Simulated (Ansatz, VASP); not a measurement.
One calculation of SnO, two programs

```
CELL_PARAMETERS angstrom
3.85146 0.00000 0.00000
0.00000 3.85146 0.00000
0.00000 0.00000 4.93530
ATOMIC_POSITIONS crystal
Sn 0.00000 0.50000 0.23537
Sn 0.50000 0.00000 0.76463
O 0.50000 0.50000 0.00000
O 0.00000 0.00000 0.00000
```

Alike in both runs: task single point; functional LDA; k mesh 9 × 9 × 7; occupations fermi-dirac, width 0.05 eV; no spin polarisation.

```csv
,VASP,Ansatz
version,VASP 6.6.1,Ansatz 0.2.0
potentials or method,"VASP PAW LDA potentials, release 64 (Sn_d, O), cutoff 520 eV","all-electron LAPW, scalar-relativistic"
```

|  | VASP | Ansatz | Ansatz less VASP |
| --- | --- | --- | --- |
| gap on the k mesh at the Fermi level (eV) | 0.44 | 0.46 | +0.019 |
| least direct gap on the mesh (eV) | 1.95 | 1.99 | +0.044 |

LDA's correlation is that of Perdew and Zunger in VASP and of Perdew and Wang (1992) in Ansatz. Ansatz ran all-electron here, and VASP with PAW potentials.
